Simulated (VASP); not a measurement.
Se:

```
Se
1.0
     4.35517    0.00000    0.00000
    -2.17758    3.77169    0.00000
     0.00000    0.00000    4.94945
Se
3
Direct
  0.21700 0.00000 0.16667
  0.00000 0.21700 0.83333
  0.78300 0.78300 0.50000
```

```yaml
Program: VASP 6.6.1
Task: relaxation of cell and atoms
Functional: PBE
Dispersion: D3(BJ)
Potentials_or_basis: VASP PAW PBE potentials, release 64 (Se)
Cutoff: 600 eV
k_mesh: 6 × 6 × 4
Occupations: gaussian, width 0.1 eV
Spin: no spin polarisation
```

At the start: pressure 3.6 GPa; volume 27.10 Å³/atom.

Task: How do energy, volume and symmetry change on relaxing?

Result: Over 16 steps the energy falls by 56.6 meV/atom and the volume is 24.52 Å³/atom (-9.5 %); space group P3_221 (No. 154, to 0.05 Å).

The path:
```
step  energy change (eV)  largest force (eV/Å)  pressure (GPa)  volume (Å³)
   1              0.0000                1.2043            3.63        81.30
   2              0.0013                0.5889           -4.50        88.72
   3             -0.0908                0.1935           -0.90        84.79
   4             -0.0908                0.2102           -0.83        84.72
   5             -0.1045                0.1923           -0.70        83.37
   6             -0.1355                0.1607           -0.08        79.43
   7             -0.1353                0.1661            2.43        71.90
   8             -0.1474                0.1697            0.92        75.82
   9             -0.1563                0.0258            0.24        75.57
  10             -0.1596                0.1303           -0.56        75.25
  11             -0.1637                0.1135           -0.40        74.53
  12             -0.1674                0.0864           -0.12        73.40
  13             -0.1628                0.0334            0.61        71.13
  14             -0.1679                0.0731            0.04        72.90
  15             -0.1687                0.0518            0.05        73.07
  16             -0.1697                0.0086            0.10        73.55
```

Final structure:
```cif
data_structure
_symmetry_space_group_name_H-M 'P 1'
_symmetry_Int_Tables_number 1
_cell_length_a 4.0720
_cell_length_b 4.0720
_cell_length_c 5.1219
_cell_angle_alpha 90.000
_cell_angle_beta 90.000
_cell_angle_gamma 120.000
_cell_volume 73.55
loop_
_atom_site_label
_atom_site_type_symbol
_atom_site_fract_x
_atom_site_fract_y
_atom_site_fract_z
_atom_site_occupancy
Se1 Se 0.24736 0.00000 0.16667 1
Se2 Se 0.00000 0.24736 0.83333 1
Se3 Se 0.75264 0.75264 0.50000 1
```

Caveat: the relaxation stopped at a loose force limit of 0.05 eV/Å, so its end isn't a converged minimum.
